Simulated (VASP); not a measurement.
# SiB (P-6m2) in VASP: a series of runs

Runs on SiB. Level: PBE. Tasks: single point, relaxation of cell and atoms.

Program: VASP 6.6.1. These are calculated values, not measurements. Logs are shortened: lines on timing, memory, paths and dates and some standing lists are left out, and cuts for length are marked.

## Step 1: The cell of the first run

Symmetry: P-6m2, No. 187, hexagonal system. The conventional cell has a = 3.198 Å, b = 3.198 Å, c = 2.426 Å, α = 90.00°, β = 90.00°, γ = 120.00°. Within 2.9 Å of Si (site symmetry -6m2) lie 6 B at 2.21 Å and 2 Si at 2.43 Å. B (site symmetry -6m2) has 6 Si at 2.21 Å and 2 B at 2.43 Å within 2.9 Å.

## Step 2: Single point, PBE

INCAR reads:

```
PREC     = Accurate       # precision mode
ENCUT    = 520            # plane-wave cutoff, eV
EDIFF    = 1E-6           # SCF threshold, eV
ISMEAR   = 0              # smearing method
SIGMA    = 0.1            # smearing width, eV
LREAL    = F              # projectors in reciprocal space
LASPH    = T              # aspherical terms in the spheres
NELM     = 100            # most SCF steps
ALGO     = Normal         # electronic algorithm
ISIF     = 2              # what is computed and relaxed
LWAVE    = F              # write WAVECAR
LCHARG   = F              # write CHGCAR
GGA      = PE             # functional
NBANDS   = 10             # bands
```

KPOINTS reads:

```
Automatic mesh
0
Gamma
  24 24 18
```

POSCAR reads:

```
SiB
1.0
    3.1984066611      0.0000000000      0.0000000000
   -1.5992033306      2.7699014201      0.0000000000
    0.0000000000      0.0000000000      2.4259384532
Si B
1 1
Direct
    0.3333333333      0.6666666667      0.5000000000
    0.0000000000      0.0000000000      0.0000000000
```

Potentials or basis: VASP PAW PBE potentials, release 64 (Si, B).

Run with:

```
> cat potpaw_PBE.64/Si/POTCAR potpaw_PBE.64/B/POTCAR > POTCAR
> mpirun -np 1 vasp_std > vasp.out
```

OUTCAR:

```text
PREC = Accurate
   ENCUT = 520
   EDIFF = 1E-6
   ISMEAR = 0
   LREAL = F
   LASPH = T
   NELM = 100
   ISIF = 2
   GGA = PE

 ion  position               nearest neighbor table
   1  0.333  0.667  0.500-   2 2.21   2 2.21   2 2.21   2 2.21   2 2.21   2 2.21
   2  0.000  0.000  0.000-   1 2.21   1 2.21   1 2.21   1 2.21   1 2.21   1 2.21

  LATTYP: Found a hexagonal cell.
 ALAT       =     3.1984066611
 C/A-ratio  =     0.7584834295

  Lattice vectors:

 A1 = (   3.1984066611,   0.0000000000,   0.0000000000)
 A2 = (  -1.5992033306,   2.7699014201,   0.0000000000)
 A3 = (   0.0000000000,   0.0000000000,   2.4259384532)

Analysis of symmetry for initial positions (statically):
=====================================================================
 Subroutine PRICEL returns:
 Original cell was already a primitive cell.

 Routine SETGRP: Setting up the symmetry group for a
 hexagonal supercell.

 Subroutine GETGRP returns: Found 12 space group operations
 (whereof 12 operations were pure point group operations)
 out of a pool of 24 trial point group operations.

The static configuration has the point symmetry D_3h.

Analysis of symmetry for dynamics (positions and initial velocities):
=====================================================================
 Subroutine PRICEL returns:
 Original cell was already a primitive cell.

 Routine SETGRP: Setting up the symmetry group for a
 hexagonal supercell.

 Subroutine GETGRP returns: Found 12 space group operations
 (whereof 12 operations were pure point group operations)
 out of a pool of 24 trial point group operations.

The dynamic configuration has the point symmetry D_3h.

 Subroutine INISYM returns: Found 12 space group operations
 (whereof 12 operations are pure point group operations),
 and found     1 'primitive' translations

----------------------------------------------------------------------------------------

                                     Primitive cell

  volume of cell :      21.4920

  direct lattice vectors                    reciprocal lattice vectors
     3.198406661  0.000000000  0.000000000     0.312655677  0.180511839  0.000000000
    -1.599203331  2.769901420  0.000000000     0.000000000  0.361023679  0.000000000
     0.000000000  0.000000000  2.425938453     0.000000000  0.000000000  0.412211612

  length of vectors
     3.198406661  3.198406661  2.425938453     0.361023679  0.361023679  0.412211612

  position of ions in fractional coordinates (direct lattice)
     0.333333333  0.666666667  0.500000000
     0.000000000  0.000000000  0.000000000

  ion indices of the primitive-cell ions
   primitive index   ion index
                 1           1
                 2           2

----------------------------------------------------------------------------------------

 KPOINTS: Automatic mesh

Automatic generation of k-mesh.
 Grid dimensions read from file:
 generate k-points for:   24   24   18

 Generating k-lattice:

  Cartesian coordinates                     Fractional coordinates (reciprocal lattice)
     0.013027320  0.007521327  0.000000000     0.041666667 -0.000000000  0.000000000
     0.000000000  0.015042653  0.000000000     0.000000000  0.041666667  0.000000000
     0.000000000  0.000000000  0.022900645     0.000000000  0.000000000  0.055555556

  Length of vectors
     0.015042653  0.015042653  0.022900645

  Shift w.r.t. Gamma in fractional coordinates (k-lattice)
     0.000000000  0.000000000  0.000000000

 Subroutine IBZKPT returns following result:
 ===========================================

 Found    610 irreducible k-points:

 Following reciprocal coordinates:
            Coordinates               Weight
  0.000000  0.000000  0.000000      1.000000
  0.041667  0.000000  0.000000      6.000000
  0.083333  0.000000  0.000000      6.000000
  0.125000  0.000000  0.000000      6.000000
  0.166667  0.000000  0.000000      6.000000
  0.208333  0.000000  0.000000      6.000000
[... 16 lines left out ...]
  0.416667  0.041667  0.000000     12.000000
  0.458333  0.041667  0.000000     12.000000
 [... further k-points ...]
   k-points           NKPTS =    610   k-points in BZ     NKDIM =    610   number of bands    NBANDS=     10
   number of dos      NEDOS =    301   number of ions     NIONS =      2
   total plane-waves  NPLWV =  10368
   dimension x,y,z NGX =    24 NGY =   24 NGZ =   18
   dimension x,y,z NGXF=    48 NGYF=   48 NGZF=   36
   ions per type =               1   1
   NGX,Y,Z   is equivalent  to a cutoff of  12.47, 12.47, 12.34 a.u.
   NGXF,Y,Z  is equivalent  to a cutoff of  24.95, 24.95, 24.67 a.u.
 SYSTEM =  unknown system
   PREC   = accura    normal or accurate (medium, high low for compatibility)
   ISTART =      0    job   : 0-new  1-cont  2-samecut
   ICHARG =      2    charge: 1-file 2-atom 10-const
   ISPIN  =      1    spin polarized calculation?
   LNONCOLLINEAR =      F non collinear calculations
   LSORBIT =      F    spin-orbit coupling
   LASPH  =      T    aspherical Exc in radial PAW
   ENCUT  =  520.0 eV  38.22 Ry    6.18 a.u.   5.95  5.95  4.51*2*pi/ulx,y,z
   NELM   =    100;   NELMIN=  2; NELMDL= -5     # of ELM steps
   EDIFF  = 0.1E-05   stopping-criterion for ELM
   LREAL  =      F    real-space projection
   EDIFFG = 0.1E-04   stopping-criterion for IOM
   NSW    =      0    number of steps for IOM
   IBRION =     -1    ionic relax: 0-MD 1-quasi-New 2-CG
   NFREE  =      0    steps in history (QN), initial steepest desc. (CG)
   ISIF   =      2    stress and relaxation
   ISYM   =      2    0-nonsym 1-usesym 2-fastsym
   POTIM  = 0.5000    time-step for ionic-motion
   TEBEG  =    0.0;   TEEND  =   0.0 temperature during run
   PSTRESS=    0.0 pullay stress
   NELECT =       7.0000    total number of electrons
   NUPDOWN=      -1.0000    fix difference up-down
   EMIN   =  10.00;   EMAX   =-10.00  energy-range for DOS
   EFERMI =   0.00;   METHOD = LEGACY
   ISMEAR =     0;   SIGMA  =   0.10  broadening in eV -4-tet -1-fermi 0-gaus
   EFERMI_NEDOS =   21; number of points for ismear=-14 and -15
   IALGO  =     38    algorithm
   IMIX   =      4    mixing-type and parameters
     AMIX     =   0.40;   BMIX     =  1.00
     AMIX_MAG =   1.60;   BMIX_MAG =  1.00
  volume/ion in A,a.u.               =      10.75        72.52
  Fermi-wavevector in a.u.,A,eV,Ry     =   1.126371  2.128533 17.261880  1.268712
  Thomas-Fermi vector in A             =   2.263053
   LORBIT       =      0    0 simple, 1 ext, 2 COOP (PROOUT), +10 PAW based schemes
   GGA     = PE    functional components
   LHFCALC =     F    Hartree Fock is set to
   AEXX    =    0.0000 exact exchange contribution
   IVDW    =     0    specifies the selected vdW correction
   LEPSILON=     F    determine dielectric tensor
   LRPA    =     F    only Hartree local field effects (RPA)
 non-spin polarized calculation
 Gauss-broadening in eV      SIGMA  =   0.10
  energy-cutoff  :      520.00
  volume of cell :       21.49
 maximum number of plane-waves:       594
 NGX is ok and might be reduce to    24
   NGX = 11   NGY = 11   NGZ =  9

 number of electron       7.0000000 magnetization

 Free energy of the ion-electron system (eV)
  ---------------------------------------------------
  ext. energy  EPLUGINS =         0.00000000
  ---------------------------------------------------
  free energy    TOTEN  =       -10.64293295 eV

  energy without entropy =      -10.64057118  energy(sigma->0) =      -10.64175207

 E-fermi :   8.9850     XC(G=0): -11.3720

 val. band max:        8.9800588227   @ k =   0.3333   0.0000   0.3889
 cond. band min:       8.9986633771   @ k =   0.2083   0.0000   0.5000
 fundamental gap:      0.0186045544
 Fermi energy:         8.9850257189

 k-point     1 :       0.0000    0.0000    0.0000
  band No.  band energies     occupation
      1      -6.1075      2.00000
      2       7.7866      2.00000
      3       7.7866      2.00000
      4      12.1527      0.00000
      5      12.9442      0.00000
      6      12.9442      0.00000
      7      13.3728      0.00000
      8      17.4595      0.00000
      9      20.9963      0.00000
     10      25.6531      0.00000

 k-point     2 :       0.0417    0.0000    0.0000
  band No.  band energies     occupation
      1      -6.0779      2.00000
      2       7.5407      2.00000
      3       7.7132      2.00000
      4      12.2099      0.00000
      5      13.0249      0.00000
      6      13.0739      0.00000
      7      13.3932      0.00000
      8      17.5907      0.00000
      9      21.0851      0.00000
     10      25.5398      0.00000

 k-point     3 :       0.0833    0.0000    0.0000
  band No.  band energies     occupation
      1      -5.9891      2.00000
      2       6.9169      2.00000
      3       7.5143      2.00000
      4      12.1118      0.00000
      5      13.4414      0.00000
      6      13.4540      0.00000
      7      13.4621      0.00000
      8      17.9318      0.00000
      9      21.3598      0.00000
     10      25.2251      0.00000

 k-point     4 :       0.1250    0.0000    0.0000
  band No.  band energies     occupation
      1      -5.8415      2.00000
      2       6.0954      2.00000
      3       7.2364      2.00000
      4      11.8133      0.00000
      5      13.5538      0.00000
      6      13.9987      0.00000
      7      14.2017      0.00000
      8      18.3725      0.00000
      9      21.8349      0.00000
     10      24.7656      0.00000
[... 222 lines left out ...]
 k-point    22 :       0.3750    0.0417    0.0000
  band No.  band energies     occupation
      1      -3.5258      2.00000
      2       0.3428      2.00000
      3       5.3782      2.00000
      4      10.1828      0.00000
      5      14.8016      0.00000
      6      19.1692      0.00000
      7      20.2163      0.00000
      8      21.0041      0.00000
      9      21.2455      0.00000
     10      24.8072      0.00000

 k-point    23 :       0.4167    0.0417    0.0000
  band No.  band energies     occupation
      1      -3.0436      2.00000
      2      -0.3440      2.00000
      3       5.2717      2.00000
      4      10.0722      0.00000
      5      14.9526      0.00000
      6      19.9614      0.00000
      7      20.6764      0.00000
      8      20.9467      0.00000
      9      21.3334      0.00000
     10      24.7906      0.00000

 k-point    24 :       0.4583    0.0417    0.0000
  band No.  band energies     occupation
      1      -2.6704      2.00000
      2      -0.8201      2.00000
      3       5.2181      2.00000
      4      10.0167      0.00000
      5      15.0358      0.00000
      6      20.4412      0.00000
      7      20.7887      0.00000
      8      20.9504      0.00000
      9      21.4920      0.00000
     10      24.7762      0.00000

 [... further k-points ...]
[... 5 lines left out ...]
  --------------------------------------------------------------------------------------
  -------------------------------------------------------------------------------------
  Total       -0.0087099     -0.0087099     -0.0202603      0.0000000      0.0000000      0.0000000
  in kB       -0.6492982     -0.6492982     -1.5103510      0.0000000      0.0000000      0.0000000
  external PRESSURE =      -0.9363158 kB  Pullay stress =       0.0000000 kB

 VOLUME and BASIS-vectors are now :
 -----------------------------------------------------------------------------
  energy-cutoff  :      520.00
  volume of cell :       21.49
      direct lattice vectors                 reciprocal lattice vectors
     3.198406661  0.000000000  0.000000000     0.312655677  0.180511839  0.000000000
    -1.599203331  2.769901420  0.000000000     0.000000000  0.361023679  0.000000000
     0.000000000  0.000000000  2.425938453     0.000000000  0.000000000  0.412211612

 POSITION                                       TOTAL-FORCE (eV/Angst)
 -----------------------------------------------------------------------------------
     -0.00000      1.84660      1.21297         0.000000      0.000000      0.000000
      0.00000      0.00000      0.00000        -0.000000      0.000000      0.000000
 -----------------------------------------------------------------------------------
    total drift:                               -0.000000      0.000000      0.000000

  FREE ENERGIE OF THE ION-ELECTRON SYSTEM (eV)
  ---------------------------------------------------
  free  energy   TOTEN  =       -10.6429329533 eV

  energy  without entropy=      -10.6405711839  energy(sigma->0) =      -10.64175207
```

Run time: 51 s. Hardware: 1 thread of Intel Xeon Platinum 8488C (Sapphire Rapids), shared host; peak memory 0.23 GiB.

What came out:

* Free energy: -10.6429 eV
* Pressure: -0.1 GPa

Stress tensor (GPa, compression positive):
```
-0.06  0.00  0.00
 0.00 -0.06  0.00
 0.00  0.00 -0.15
```

Levels at points of the mesh, in eV from the Fermi level:
| k point | band 1 | band 2 | band 3 | band 4 | band 5 | band 6 | band 7 | band 8 |
| --- | --- | --- | --- | --- | --- | --- | --- | --- |
| (0.00, 0.00, 0.00) | -15.09 | -1.20 | -1.20 | 3.17 | 3.96 | 3.96 | 4.39 | 8.47 |
| (0.50, 0.00, 0.00) | -11.62 | -9.89 | -3.57 | 0.77 | 6.05 | 11.60 | 11.78 | 12.09 |
| (0.00, 0.00, 0.50) | -9.47 | -9.38 | 2.62 | 2.62 | 6.38 | 6.38 | 7.30 | 7.62 |
| (0.50, 0.00, 0.50) | -6.57 | -6.35 | -4.20 | -3.18 | 0.74 | 3.80 | 5.99 | 6.40 |

[end of part 1 of 2]
